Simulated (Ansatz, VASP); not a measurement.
## One calculation of HfN, two programs

```xyz
2
Lattice="-0.0226 2.2477 2.2477 2.2477 -0.0226 2.2477 2.2477 2.2477 -0.0226" Properties=species:S:1:pos:R:3 pbc="T T T"
Hf    0.0000    0.0000    0.0000
N     2.2364    2.2364    2.2364
```

Change from the starting cell: equal xy, yz and zx shear strains of -1 %.

Alike in both runs: task single point; functional PBEsol; k mesh 10 × 10 × 10; occupations fermi-dirac, width 0.01 eV; no spin polarisation.

```csv
,VASP,Ansatz
version,VASP 6.6.1,Ansatz 0.2.0
potentials or method,"VASP PAW PBE potentials, release 64 (Hf_pv, N), cutoff 520 eV","all-electron LAPW, scalar-relativistic"
```

Ansatz gave:

| Quantity | Value |
| --- | --- |
| pressure (GPa) | -3.0 |
| traceless stress, the component that is largest in VASP (GPa) | 0.84 |

Problem. What did VASP give for the same quantities?

Solution. Pressure (GPa): -5.2; traceless stress, the component that is largest in VASP (GPa): 0.82.

VASP's potentials were made for PBE, not for PBEsol. Ansatz ran all-electron here, and VASP with PAW potentials.

Neither program's run includes spin-orbit coupling.
